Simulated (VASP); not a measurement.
GaAs:

```
Ga As
1.0
     0.00000    2.82685    2.82685
     2.82685    0.00000    2.82685
     2.82685    2.82685    0.00000
Ga As
1 1
Direct
  0.00000 0.00000 0.00000
  0.25000 0.25000 0.25000
```

Program: VASP 6.6.1. Alike in all runs: task single point; potentials or basis VASP PAW PBE potentials, release 64 (Ga_d, As); no spin polarisation; cell as given; k mesh 6 × 6 × 6; cutoff (eV) 520; smearing fermi-dirac 0.05 eV.

**Question.** Order these runs on this cell by their band gap on the k mesh, lowest first.
A. level RPBE
B. level PBEsol
C. level r2SCAN

**Answer.** B (0.45 eV), A (0.64 eV), C (1.00 eV).

A k mesh can miss the band edges.
